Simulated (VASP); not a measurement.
A run of VASP 6.6.1:

The input POSCAR:

```
TiO2
1.0
    4.5922000000      0.0000000000      0.0000000000
    0.0000000000      4.5922000000      0.0000000000
    0.0000000000      0.0000000000      2.9574000000
Ti O
2 4
Direct
    0.0000000000      0.0000000000      0.0000000000
    0.5000000000      0.5000000000      0.5000000000
    0.3049600000      0.3049600000      0.0000000000
    0.1950400000      0.8049600000      0.5000000000
    0.6950400000      0.6950400000      0.0000000000
    0.8049600000      0.1950400000      0.5000000000
```

File INCAR.step1:

```
  PREC = Accurate
  ENCUT = 520
  ISMEAR = 0
  SIGMA = 0.1
  LREAL = False
  LASPH = True
  NELM = 100
  NBANDS = 33
  GGA = PE
  ALGO = Normal
  EDIFF = 1E-4
  LWAVE = True
  LCHARG = False
```

Contents of INCAR.step2:

```
  PREC = Accurate
  ENCUT = 520
  EDIFF = 1E-6
  ISMEAR = 0
  SIGMA = 0.1
  LREAL = False
  LASPH = True
  NELM = 100
  ALGO = Normal
  ISIF = 2
  LWAVE = False
  LCHARG = False
  METAGGA = R2SCAN
  LMIXTAU = True
  NBANDS = 33
  ISTART = 1
```

KPOINTS

```
regular mesh
0
Gamma
  4 4 6
```

Potentials or basis: VASP PAW PBE potentials, release 64 (Ti_sv, O).

Run with:

```sh
$ cat potpaw_PBE.64/Ti_sv/POTCAR potpaw_PBE.64/O/POTCAR > POTCAR
$ cp INCAR.step1 INCAR
$ mpirun -np 1 vasp_std > vasp.out
$ cp INCAR.step2 INCAR
$ mpirun -np 1 vasp_std > vasp.out
```

Hardware: 1 thread of Intel(R) Xeon(R) 6975P-C (Granite Rapids), with other jobs on the host.

**Question.** How long does it take, and how much memory?

**Answer.** Run time: 67 s on 1 thread of Intel(R) Xeon(R) 6975P-C (Granite Rapids), on a shared host, peak memory 0.19 GiB. Counts: k points 24.
